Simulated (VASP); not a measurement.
Here is a VASP 6.6.1 calculation.

POSCAR

```
GdCu
1.0
    3.4752039000      3.4752039000      0.0000000000
    0.0000000000      3.4752039000      3.4752039000
    3.4752039000      0.0000000000      3.4752039000
Gd Cu
2 2
Direct
    0.2500000000      0.2500000000      0.2500000000
    0.7500000000      0.7500000000      0.7500000000
    0.0000000000      0.0000000000      0.0000000000
    0.5000000000      0.5000000000      0.5000000000
```

INCAR.step1

```
SYSTEM = GdCu
  ALGO = Normal
  EDIFF = 1E-4
  ENCUT = 520
  GGA = PE
  ISMEAR = -1
  ISPIN = 2
  LASPH = .TRUE.
  LCHARG = .FALSE.
  LMAXMIX = 6
  LREAL = .FALSE.
  LWAVE = .TRUE.
  MAGMOM = 7 -7 1 -1
  NBANDS = 41
  NELM = 150
  PREC = Accurate
  SIGMA = 0.0744
```

INCAR.step2

```
SYSTEM = GdCu
  ALGO = Normal
  EDIFF = 1E-7
  ENCUT = 520
  ISIF = 2
  ISMEAR = -1
  ISPIN = 2
  ISTART = 1
  LASPH = .TRUE.
  LCHARG = .FALSE.
  LMAXMIX = 6
  LMIXTAU = .TRUE.
  LORBIT = 11
  LREAL = .FALSE.
  LWAVE = .FALSE.
  MAGMOM = 7 -7 1 -1
  METAGGA = R2SCAN
  NBANDS = 41
  NELM = 150
  PREC = Accurate
  SIGMA = 0.0744
```

Contents of KPOINTS:

```
k-points
0
G
  6 6 6
  0 0 0
```

Potentials or basis: VASP PAW PBE potentials, release 64 (Gd, Cu).

Command:

```console
$ cat potpaw_PBE.64/Gd/POTCAR potpaw_PBE.64/Cu/POTCAR > POTCAR
$ cp INCAR.step1 INCAR
$ mpirun -np 1 vasp_std > vasp.out
$ cp INCAR.step2 INCAR
$ mpirun -np 1 vasp_std > vasp.out
```

(1) What does it give for the site moments?

(2) Predict the net moment.

(3) What does it give for the pressure?

Results:

(1) Gd +6.86, -6.86; Cu +0.00, -0.00 μB.

(2) 0.00 μB per cell.

(3) 0.9 GPa.

Caveat: the PAW data sets were made with another functional, which shifts forces and pressure a little.
